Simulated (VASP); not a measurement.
# CO (P2_13) in VASP: further runs

The runs below take CO through single point, relaxation of the atoms, with PBE.

Program: VASP 6.6.1. These are calculated values, not measurements. Logs are shortened: lines on timing, memory, paths and dates and some standing lists are left out, and cuts for length are marked.

### 1 The cell of the first run

Symmetry: P2_13, No. 198, cubic system. Conventional cell: a = 5.630 Å, b = 5.630 Å, c = 5.630 Å, α = 90.00°, β = 90.00°, γ = 90.00°. C (site symmetry 3) has 1 O at 1.13 Å within 1.5 Å. O (site symmetry 3) has 1 C at 1.13 Å within 1.5 Å.

### 2 Single point, PBE

Input file INCAR:

```
SYSTEM = CO
ALGO = Normal ; EDIFF = 1E-7
ENCUT = 520 ; GGA = PE
ISIF = 2 ; ISMEAR = -1
LASPH = .TRUE. ; LCHARG = .FALSE.
LREAL = .FALSE. ; LWAVE = .FALSE.
NBANDS = 30 ; NELM = 80
PREC = Accurate ; SIGMA = 0.05
```

Input file KPOINTS:

```
k-points
0
G
  5 5 5
  0 0 0
```

Input file POSCAR:

```
CO
1.0
    5.6300000000      0.0000000000      0.0000000000
    0.0000000000      5.6300000000      0.0000000000
    0.0000000000      0.0000000000      5.6300000000
C O
4 4
Direct
    0.9627510138      0.9627510138      0.9627510138
    0.5372489862      0.0372489862      0.4627510138
    0.4627510138      0.5372489862      0.0372489862
    0.0372489862      0.4627510138      0.5372489862
    0.0791011225      0.0791011225      0.0791011225
    0.4208988775      0.9208988775      0.5791011225
    0.5791011225      0.4208988775      0.9208988775
    0.9208988775      0.5791011225      0.4208988775
```

Potentials or basis: VASP PAW PBE potentials, release 64 (C, O).

On the command line:

```console
$ cat potpaw_PBE.64/C/POTCAR potpaw_PBE.64/O/POTCAR > POTCAR
$ mpirun -np 1 vasp_std > vasp.out
```

OUTCAR:

```text
SYSTEM = CO
   EDIFF = 1E-7
   ENCUT = 520
   GGA = PE
   ISIF = 2
   ISMEAR = -1
   LASPH = .TRUE.
   LREAL = .FALSE.
   NELM = 80
   PREC = Accurate

 ion  position               nearest neighbor table
   1  0.963  0.963  0.963-   5 1.13
   2  0.537  0.037  0.463-   6 1.13
   3  0.463  0.537  0.037-   7 1.13
   4  0.037  0.463  0.537-   8 1.13
   5  0.079  0.079  0.079-   1 1.13
   6  0.421  0.921  0.579-   2 1.13
   7  0.579  0.421  0.921-   3 1.13
   8  0.921  0.579  0.421-   4 1.13

  LATTYP: Found a simple cubic cell.
 ALAT       =     5.6300000000

  Lattice vectors:

 A1 = (   5.6300000000,   0.0000000000,   0.0000000000)
 A2 = (   0.0000000000,   5.6300000000,   0.0000000000)
 A3 = (   0.0000000000,   0.0000000000,   5.6300000000)

Analysis of symmetry for initial positions (statically):
=====================================================================
 Subroutine PRICEL returns:
 Original cell was already a primitive cell.

 Routine SETGRP: Setting up the symmetry group for a
 simple cubic supercell.

 Subroutine GETGRP returns: Found 12 space group operations
 (whereof  3 operations were pure point group operations)
 out of a pool of 48 trial point group operations.

The static configuration has the point symmetry C_3 .
 The point group associated with its full space group is T   .

Analysis of symmetry for dynamics (positions and initial velocities):
=====================================================================
 Subroutine PRICEL returns:
 Original cell was already a primitive cell.

 Routine SETGRP: Setting up the symmetry group for a
 simple cubic supercell.

 Subroutine GETGRP returns: Found 12 space group operations
 (whereof  3 operations were pure point group operations)
 out of a pool of 48 trial point group operations.

The dynamic configuration has the point symmetry C_3 .
 The point group associated with its full space group is T   .

 Subroutine INISYM returns: Found 12 space group operations
 (whereof  3 operations are pure point group operations),
 and found     1 'primitive' translations

----------------------------------------------------------------------------------------

                                     Primitive cell

  volume of cell :     178.4535

  direct lattice vectors                    reciprocal lattice vectors
     5.630000000  0.000000000  0.000000000     0.177619893  0.000000000  0.000000000
     0.000000000  5.630000000  0.000000000     0.000000000  0.177619893  0.000000000
     0.000000000  0.000000000  5.630000000     0.000000000  0.000000000  0.177619893

  length of vectors
     5.630000000  5.630000000  5.630000000     0.177619893  0.177619893  0.177619893

  position of ions in fractional coordinates (direct lattice)
     0.962751014  0.962751014  0.962751014
     0.537248986  0.037248986  0.462751014
     0.462751014  0.537248986  0.037248986
     0.037248986  0.462751014  0.537248986
     0.079101122  0.079101122  0.079101122
     0.420898878  0.920898878  0.579101122
     0.579101122  0.420898878  0.920898878
     0.920898878  0.579101122  0.420898878

  ion indices of the primitive-cell ions
   primitive index   ion index
                 1           1
                 2           2
                 3           3
                 4           4
                 5           5
                 6           6
                 7           7
                 8           8

----------------------------------------------------------------------------------------

 KPOINTS: k-points

Automatic generation of k-mesh.
 Grid dimensions read from file:
 generate k-points for:    5    5    5

 Generating k-lattice:

  Cartesian coordinates                     Fractional coordinates (reciprocal lattice)
     0.035523979  0.000000000  0.000000000     0.200000000  0.000000000  0.000000000
     0.000000000  0.035523979  0.000000000     0.000000000  0.200000000  0.000000000
     0.000000000  0.000000000  0.035523979     0.000000000  0.000000000  0.200000000

  Length of vectors
     0.035523979  0.035523979  0.035523979

  Shift w.r.t. Gamma in fractional coordinates (k-lattice)
     0.000000000  0.000000000  0.000000000

 Subroutine IBZKPT returns following result:
 ===========================================

 Found     11 irreducible k-points:

 Following reciprocal coordinates:
            Coordinates               Weight
  0.000000  0.000000  0.000000      1.000000
  0.200000  0.000000  0.000000      6.000000
  0.400000  0.000000  0.000000      6.000000
  0.200000  0.200000  0.000000     12.000000
  0.400000  0.200000  0.000000     12.000000
 -0.200000  0.400000  0.000000     12.000000
  0.400000  0.400000  0.000000     12.000000
  0.200000  0.200000  0.200000      8.000000
  0.400000  0.200000  0.200000     24.000000
  0.400000  0.400000  0.200000     24.000000
  0.400000  0.400000  0.400000      8.000000
   k-points           NKPTS =     11   k-points in BZ     NKDIM =     11   number of bands    NBANDS=     30
   number of dos      NEDOS =    301   number of ions     NIONS =      8
   total plane-waves  NPLWV =  74088
   dimension x,y,z NGX =    42 NGY =   42 NGZ =   42
   dimension x,y,z NGXF=    84 NGYF=   84 NGZF=   84
   ions per type =               4   4
   NGX,Y,Z   is equivalent  to a cutoff of  12.40, 12.40, 12.40 a.u.
   NGXF,Y,Z  is equivalent  to a cutoff of  24.80, 24.80, 24.80 a.u.
 SYSTEM =  CO
   PREC   = accura    normal or accurate (medium, high low for compatibility)
   ISTART =      0    job   : 0-new  1-cont  2-samecut
   ICHARG =      2    charge: 1-file 2-atom 10-const
   ISPIN  =      1    spin polarized calculation?
   LNONCOLLINEAR =      F non collinear calculations
   LSORBIT =      F    spin-orbit coupling
   LASPH  =      T    aspherical Exc in radial PAW
   ENCUT  =  520.0 eV  38.22 Ry    6.18 a.u.  10.47 10.47 10.47*2*pi/ulx,y,z
   NELM   =     80;   NELMIN=  2; NELMDL= -5     # of ELM steps
   EDIFF  = 0.1E-06   stopping-criterion for ELM
   LREAL  =      F    real-space projection
   EDIFFG = 0.1E-05   stopping-criterion for IOM
   NSW    =      0    number of steps for IOM
   IBRION =     -1    ionic relax: 0-MD 1-quasi-New 2-CG
   NFREE  =      0    steps in history (QN), initial steepest desc. (CG)
   ISIF   =      2    stress and relaxation
   ISYM   =      2    0-nonsym 1-usesym 2-fastsym
   POTIM  = 0.5000    time-step for ionic-motion
   TEBEG  =    0.0;   TEEND  =   0.0 temperature during run
   PSTRESS=    0.0 pullay stress
   NELECT =      40.0000    total number of electrons
   NUPDOWN=      -1.0000    fix difference up-down
   EMIN   =  10.00;   EMAX   =-10.00  energy-range for DOS
   EFERMI =   0.00;   METHOD = LEGACY
   ISMEAR =    -1;   SIGMA  =   0.05  broadening in eV -4-tet -1-fermi 0-gaus
   EFERMI_NEDOS =   21; number of points for ismear=-14 and -15
   IALGO  =     38    algorithm
   IMIX   =      4    mixing-type and parameters
     AMIX     =   0.40;   BMIX     =  1.00
     AMIX_MAG =   1.60;   BMIX_MAG =  1.00
  volume/ion in A,a.u.               =      22.31       150.53
  Fermi-wavevector in a.u.,A,eV,Ry     =   0.994458  1.879253 13.455436  0.988947
  Thomas-Fermi vector in A             =   2.126411
   LORBIT       =      0    0 simple, 1 ext, 2 COOP (PROOUT), +10 PAW based schemes
   GGA     = PE    functional components
   LHFCALC =     F    Hartree Fock is set to
   AEXX    =    0.0000 exact exchange contribution
   IVDW    =     0    specifies the selected vdW correction
   LEPSILON=     F    determine dielectric tensor
   LRPA    =     F    only Hartree local field effects (RPA)
 non-spin polarized calculation
  energy-cutoff  :      520.00
  volume of cell :      178.45
 maximum number of plane-waves:      4836
 NGX is ok and might be reduce to    42
   NGX = 21   NGY = 21   NGZ = 21

 number of electron      40.0000032 magnetization

 Free energy of the ion-electron system (eV)
  ---------------------------------------------------
  ext. energy  EPLUGINS =         0.00000000
  ---------------------------------------------------
  free energy    TOTEN  =       -59.20840956 eV

  energy without entropy =      -59.20840956  energy(sigma->0) =      -59.20840956

 E-fermi :  -4.0415     XC(G=0):  -6.5172

 val. band max:       -5.2033578857   @ k =   0.4000   0.0000   0.0000
 cond. band min:       0.7942515164   @ k =   0.2000   0.2000   0.0000
 fundamental gap:      5.9976094022
 Fermi energy:        -4.0415023281

 k-point     1 :       0.0000    0.0000    0.0000
  band No.  band energies     occupation
      1     -25.8423      2.00000
      2     -25.7839      2.00000
      3     -25.7839      2.00000
      4     -25.7839      2.00000
      5     -10.5870      2.00000
      6     -10.5870      2.00000
[... 22 lines left out ...]
     29       5.0673      0.00000
     30       7.1223      0.00000

 k-point     2 :       0.2000    0.0000    0.0000
  band No.  band energies     occupation
      1     -25.8376      2.00000
      2     -25.7938      2.00000
      3     -25.7830      2.00000
      4     -25.7795      2.00000
      5     -10.6110      2.00000
      6     -10.5921      2.00000
[... 22 lines left out ...]
     29       5.0872      0.00000
     30       6.3372      0.00000

 k-point     3 :       0.4000    0.0000    0.0000
  band No.  band energies     occupation
      1     -25.8250      2.00000
      2     -25.8087      2.00000
      3     -25.7811      2.00000
      4     -25.7792      2.00000
      5     -10.6145      2.00000
      6     -10.6043      2.00000
[... 253 lines left out ...]
     29       5.5169      0.00000
     30       5.6779      0.00000

 k-point    11 :       0.4000    0.4000    0.4000
  band No.  band energies     occupation
      1     -25.8059      2.00000
      2     -25.8025      2.00000
      3     -25.7933      2.00000
      4     -25.7911      2.00000
      5     -10.5874      2.00000
      6     -10.5782      2.00000
[... 22 lines left out ...]
     29       5.7772      0.00000
     30       5.8827      0.00000

------------------------ aborting loop because EDIFF is reached ----------------------------------------

  FORCE on cell =-STRESS in cart. coord.  units (eV):
  Direction    XX          YY          ZZ          XY          YZ          ZX
  --------------------------------------------------------------------------------------
  -------------------------------------------------------------------------------------
  Total        1.9457503      1.9457503      1.9457503      0.0000000      0.0000000      0.0000000
  in kB       17.4691793     17.4691793     17.4691793      0.0000000      0.0000000      0.0000000
  external PRESSURE =      17.4691793 kB  Pullay stress =       0.0000000 kB

 VOLUME and BASIS-vectors are now :
 -----------------------------------------------------------------------------
  energy-cutoff  :      520.00
  volume of cell :      178.45
      direct lattice vectors                 reciprocal lattice vectors
     5.630000000  0.000000000  0.000000000     0.177619893  0.000000000  0.000000000
     0.000000000  5.630000000  0.000000000     0.000000000  0.177619893  0.000000000
     0.000000000  0.000000000  5.630000000     0.000000000  0.000000000  0.177619893

 POSITION                                       TOTAL-FORCE (eV/Angst)
 -----------------------------------------------------------------------------------
      5.42029      5.42029      5.42029        -0.550719     -0.550719     -0.550719
      3.02471      0.20971      2.60529         0.550719      0.550719     -0.550719
      2.60529      3.02471      0.20971        -0.550719      0.550719      0.550719
      0.20971      2.60529      3.02471         0.550719     -0.550719      0.550719
      0.44534      0.44534      0.44534         0.549582      0.549582      0.549582
      2.36966      5.18466      3.26034        -0.549582     -0.549582      0.549582
      3.26034      2.36966      5.18466         0.549582     -0.549582     -0.549582
      5.18466      3.26034      2.36966        -0.549582      0.549582     -0.549582
 -----------------------------------------------------------------------------------
    total drift:                                0.000000     -0.000000      0.000000

  FREE ENERGIE OF THE ION-ELECTRON SYSTEM (eV)
  ---------------------------------------------------
  free  energy   TOTEN  =       -59.2084095596 eV

  energy  without entropy=      -59.2084095594  energy(sigma->0) =      -59.20840956
```

Wall time 48 s (1 thread of AMD EPYC 7R13 (Zen 3), shared host); peak memory 0.22 GiB.

What came out:

* Free energy: -59.2084 eV
* Pressure: 1.7 GPa
* Largest force: 0.954 eV/Å
* Band gap on the k mesh: 6.00 eV

Forces in eV/Å, atoms in the order of the input:
```
C   -0.551 -0.551 -0.551
C    0.551  0.551 -0.551
C   -0.551  0.551  0.551
C    0.551 -0.551  0.551
O    0.550  0.550  0.550
O   -0.550 -0.550  0.550
O    0.550 -0.550 -0.550
O   -0.550  0.550 -0.550
```

Caveat: this functional lacks dispersion, which holds the molecules together, so the pressure and a relaxed volume are unreliable; an odd mesh through Γ misses points on the zone boundary, where band edges can lie.

### 3 Relaxation of the atoms, PBE

Input file INCAR:

```
SYSTEM = CO
ALGO     = Normal         ! electronic algorithm
EDIFF    = 1E-6           ! SCF threshold, eV
EDIFFG   = -0.02          ! ionic threshold
ENCUT    = 520            ! plane-wave cutoff, eV
GGA      = PE             ! functional
IBRION   = 2              ! ionic algorithm
ISIF     = 2              ! what is computed and relaxed
ISMEAR   = -1             ! smearing method
LASPH    = .True.         ! aspherical terms in the spheres
LCHARG   = .False.        ! write CHGCAR
LREAL    = .False.        ! projectors in reciprocal space
LWAVE    = .False.        ! write WAVECAR
NELM     = 80             ! most SCF steps
NSW      = 80             ! ionic steps
PREC     = Accurate       ! precision mode
SIGMA    = 0.05           ! smearing width, eV
```

Input file KPOINTS:

```
k-points
0
Gamma
  5 5 5
  0 0 0
```

Input file POSCAR:

```
CO
1.0
    5.6300000000      0.0000000000      0.0000000000
    0.0000000000      5.6300000000      0.0000000000
    0.0000000000      0.0000000000      5.6300000000
C O
4 4
Direct
    0.9580000000      0.9580000000      0.9580000000
    0.5420000000      0.0420000000      0.4580000000
    0.4580000000      0.5420000000      0.0420000000
    0.0420000000      0.4580000000      0.5420000000
    0.0670000000      0.0670000000      0.0670000000
    0.4330000000      0.9330000000      0.5670000000
    0.5670000000      0.4330000000      0.9330000000
    0.9330000000      0.5670000000      0.4330000000
```

Potentials or basis: VASP PAW PBE potentials, release 64 (C, O).

On the command line:

```console
$ cat potpaw_PBE.64/C/POTCAR potpaw_PBE.64/O/POTCAR > POTCAR
$ mpirun -np 1 vasp_std > vasp.out
```

Run time: 6.4 min. Hardware: 1 thread of AMD EPYC 7R13 (Zen 3), shared host; peak memory 0.24 GiB.

Results (log left out):

| Item | Value |
| --- | --- |
| Free energy | -59.2183 eV |
| Pressure after relaxing | 0.5 GPa |
| Largest force after relaxing | 0.019 eV/Å |
| Band gap on the k mesh | 5.92 eV (least direct gap 5.92 eV) |

Forces on the atoms (eV/Å):
```
C    0.011  0.011  0.011
C   -0.011 -0.011  0.011
C    0.011 -0.011 -0.011
C   -0.011  0.011 -0.011
O    0.008  0.008  0.008
O   -0.008 -0.008  0.008
O    0.008 -0.008 -0.008
O   -0.008  0.008 -0.008
```

Final structure:
```
CELL_PARAMETERS angstrom
5.63000 0.00000 0.00000
0.00000 5.63000 0.00000
0.00000 0.00000 5.63000
ATOMIC_POSITIONS crystal
C 0.95419 0.95419 0.95419
C 0.54581 0.04581 0.45419
C 0.45419 0.54581 0.04581
C 0.04581 0.45419 0.54581
O 0.07135 0.07135 0.07135
O 0.42865 0.92865 0.57135
O 0.57135 0.42865 0.92865
O 0.92865 0.57135 0.42865
```

Levels at points of the mesh, in eV from the valence-band top:
| k point | band 16 | band 17 | band 18 | band 19 | band 20 | band 21 | band 22 | band 23 | band 24 | band 25 |
| --- | --- | --- | --- | --- | --- | --- | --- | --- | --- | --- |
| (0.00, 0.00, 0.00) | -2.76 | -1.18 | -0.04 | -0.04 | -0.04 | 6.10 | 6.10 | 6.10 | 6.82 | 6.82 |

Caveat: this functional lacks dispersion, which holds the molecules together, so the pressure and a relaxed volume are unreliable; an odd mesh through Γ misses points on the zone boundary, where band edges can lie.
